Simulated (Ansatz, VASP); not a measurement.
# La2O3 in VASP and in Ansatz

INCAR

```
PREC = Accurate
ENCUT = 520
EDIFF = 1E-6
ISMEAR = -1
SIGMA = 0.1
LREAL = F
LASPH = T
NELM = 100
ALGO = Normal
ISIF = 2
LWAVE = F
LCHARG = T
GGA = CA
LELF = T
LVHAR = T
NBANDS = 28
```

Contents of KPOINTS:

```
regular mesh
0
Gamma
  6 6 4
```

Contents of POSCAR:

```
La2O3
1.0
    3.9307780000      0.0000000000      0.0000000000
   -1.9653890000      3.4041530000      0.0000000000
    0.0000000000      0.0000000000      6.1119540000
La O
2 3
Direct
    0.6666666667      0.3333333333      0.7537640000
    0.3333333333      0.6666666667      0.2462360000
    0.6666666667      0.3333333333      0.3541090000
    0.3333333333      0.6666666667      0.6458910000
    0.0000000000      0.0000000000      0.0000000000
```

Input for Ansatz:

```yaml
crystal:
  lattice:
    - [3.930778, 0.0, 0.0]
    - [-1.965389, 3.404153, 0.0]
    - [0.0, 0.0, 6.111954]
  atoms:
    - { symbol: La, position: [0.6666666666666666, 0.3333333333333333, 0.753764] }
    - { symbol: La, position: [0.33333333333333326, 0.6666666666666666, 0.24623600000000004] }
    - { symbol: O, position: [0.6666666666666666, 0.3333333333333333, 0.354109] }
    - { symbol: O, position: [0.33333333333333326, 0.6666666666666666, 0.645891] }
    - { symbol: O, position: [0.0, 0.0, 0.0] }
kpoints:
  mp_grid:
    grid: [6, 6, 4]
hamiltonian:
  xc: lda
  pseudopotentials:
    kind: paw
scf:
  occupations:
    method: fermi_dirac
output:
  stress: true
```

Alike in both runs: task single point; functional LDA; k mesh 6 × 6 × 4; no spin polarisation.

|  | VASP | Ansatz |
| --- | --- | --- |
| version | VASP 6.6.1 | Ansatz 0.2.0 |
| potentials or method | VASP PAW LDA potentials, release 64 (La, O) | plane waves, PAW |
| plane-wave cutoff (eV) | 520 | 420 |
| occupations | fermi-dirac, width 0.1 eV | fermi-dirac |
| valence electrons in the cell | 40 | 40 |

VASP gave:

```
pressure (GPa)                                                : -6.4
traceless stress, the component that is largest in VASP (GPa) : 0.38
```

Problem. Which values does Ansatz return?

Solution. Pressure (GPa): -6.3; traceless stress, the component that is largest in VASP (GPa): 0.40.

LDA's correlation is that of Perdew and Zunger in VASP and of Perdew and Wang (1992) in Ansatz.

Spin-orbit coupling is off throughout.
